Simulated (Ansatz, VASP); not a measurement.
**ZnCd3O4 in VASP and in Ansatz**

```
CELL_PARAMETERS angstrom
3.32589 0.00000 0.00000
0.00000 3.32589 0.00000
0.00000 0.00000 9.27112
ATOMIC_POSITIONS crystal
Zn 0.00000 0.00000 0.00000
Cd 0.50000 0.50000 0.24157
Cd 0.00000 0.00000 0.50000
Cd 0.50000 0.50000 0.75843
O 0.00000 0.00000 0.23168
O 0.50000 0.50000 0.50000
O 0.00000 0.00000 0.76832
O 0.50000 0.50000 0.00000
```

Alike in both runs: functional PBE; k mesh 12 × 12 × 4; occupations fermi-dirac, width 0.15 eV; no spin polarisation.

Ansatz relaxed the structure, and its values are those at the end. VASP's run is a single point on that final structure, the one shown.

|  | VASP | Ansatz |
| --- | --- | --- |
| version | VASP 6.6.1 | Ansatz 0.2.0 |
| potentials or method | VASP PAW PBE potentials, release 64 (Zn, Cd, O), cutoff 600 eV | scalar-relativistic, plane waves, PAW |
| valence electrons in the cell | 72 | 96 |

|  | VASP | Ansatz | Ansatz less VASP |
| --- | --- | --- | --- |
| gap on the k mesh at the Fermi level (eV) | none | none | - |
| pressure (GPa) | 1.0 | 0.0 | -1.00 |
| rms of the force components (eV/Å) | 0.014 | 0.000 | -0.0137 |

A gap of «none» marks a metal or a gap that the smearing closes. The functional is the same, so the differences come from potentials, cutoffs and numerics. VASP's potentials hold 72 valence electrons a cell and Ansatz's 96, so a difference there can come from the potentials and not from the codes.
